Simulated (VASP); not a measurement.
Set up this calculation in VASP 6.6.1, as the native input.

- Task: single point
- Functional: PBE
- Dispersion: D3(BJ)
- Potentials or basis: VASP PAW PBE potentials, release 64 (C, O, H)
- Cutoff: 520 eV
- k mesh: 1 × 1 × 1
- Occupations: fermi-dirac, width 0.02 eV
- Spin: no spin polarisation
- Dipole correction: no
- Further INCAR settings: LREAL = Auto; ALGO = Normal; EDIFF = 1e-07; NBANDS = 66

The structure of H4CO lies in POSCAR:

```
H4CO
1.0
    8.0548320000      0.0000000000      0.0000000000
    0.0000000000      8.0548320000      0.0000000000
    0.0000000000      0.0000000000      8.0548320000
C O H
6 6 24
Direct
    0.9802314933      0.8596206600      0.4852242728
    0.3155248924      0.4457076200      0.6934471135
    0.8025493269      0.4258934265      0.4522751064
    0.4323740085      0.9675310422      0.7687559467
    0.3527075425      0.6363137059      0.3078152344
    0.7639017176      0.6414783077      0.0834281832
    0.8058641074      0.8649218258      0.4703015532
    0.3865257525      0.4968322120      0.8421280543
    0.7292392939      0.3101244073      0.3440791813
    0.5958659349      0.8985413973      0.7869065426
    0.2299861748      0.5166215757      0.2438163825
    0.7215172210      0.5300669213     -0.0514473797
    1.0344349826      0.9904986224      0.5209792085
    0.7615677149      0.8905089516      0.5760517414
    1.0159243545      0.7757331252      0.5804590338
    1.0350681429      0.8148525010      0.3656687067
    0.2172733087      0.5421466270      0.6548119191
    0.4988185973      0.5121770386      0.8268204725
    0.4102754719      0.4573652188      0.5955679771
    0.2487947607      0.3320367203      0.7117218584
    0.7539822060      0.3948685708      0.5775167005
    0.7569990287      0.3387407708      0.2342569032
    0.9374621345      0.4330568285      0.4366695668
    0.7588860947      0.5570445169      0.4370544289
    0.4472967282      1.1021334771      0.7949886478
    0.6194170158      0.8838049012      0.9051088837
    0.3696538922      0.9366551655      0.6494983384
    0.3655197278      0.9160091731      0.8683980001
    0.3127191231      0.6770470197      0.4261789693
    0.2705829246      0.4806804164      0.1351611058
    0.4620580541      0.5528979375      0.3178961399
    0.3662273776      0.7400402640      0.2208115576
    0.6478099109      0.6436509166      0.1587990910
    0.8139089679      0.4670985068     -0.0819756390
    0.8534752804      0.5798134586      0.1704070302
    0.8131268287      0.7721700465      0.0474249494
```

The input as run:

INCAR

```
PREC = Accurate
ENCUT = 520
EDIFF = 1E-7
ISMEAR = -1
SIGMA = 0.02
LREAL = Auto
LASPH = T
NELM = 80
ALGO = Normal
ISIF = 2
LWAVE = F
LCHARG = F
GGA = PE
IVDW = 12
NBANDS = 66
```

KPOINTS

```
Automatic mesh
0
Gamma
  1 1 1
```

Potentials or basis: VASP PAW PBE potentials, release 64 (C, O, H).

Command:

```console
$ cat potpaw_PBE.64/C/POTCAR potpaw_PBE.64/O/POTCAR potpaw_PBE.64/H/POTCAR > POTCAR
$ mpirun -np 1 vasp_gam > vasp.out
```

Results of the run:

```yaml
Pressure: 0.4 GPa
Largest_force: 3.124 eV/Å
Band_gap_on_the_k_mesh: 4.18 eV
Dispersion_energy_per_atom: -0.027 eV
```

Caveat: the k points lie up to 0.78 Å⁻¹ apart.

Run time: 63 s on 1 thread of Intel(R) Xeon(R) Platinum 8488C (Sapphire Rapids), with other jobs on the host, peak memory 0.46 GiB.
